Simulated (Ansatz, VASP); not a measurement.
**C in VASP and in Ansatz**

```
C
1.0
    -1.34181    1.34181    1.12107
     1.34181   -1.34181    1.12107
     1.34181    1.34181   -1.12107
C
1
Direct
  0.00000 0.00000 0.00000
```

Alike in both runs: task single point; functional PBEsol; k mesh 24 × 24 × 24; occupations gaussian, width 0.1 eV; no spin polarisation.

```csv
,VASP,Ansatz
version,VASP 6.6.1,Ansatz 0.2.0
potentials or method,"VASP PAW PBE potentials, release 64 (C), cutoff 520 eV","scalar-relativistic, plane waves, PAW"
valence electrons in the cell,4,4
```

|  | VASP | Ansatz | Ansatz less VASP |
| --- | --- | --- | --- |
| gap on the k mesh at the Fermi level (eV) | none | none | - |
| pressure (GPa) | -27.4 | -27.6 | -0.12 |
| traceless stress, the component that is largest in VASP (GPa) | -3.33 | -3.31 | +0.018 |

VASP's potentials were made for PBE, not for PBEsol. A gap of «none» marks a metal or a gap that the smearing closes. The functional is the same, so the differences come from potentials, cutoffs and numerics.
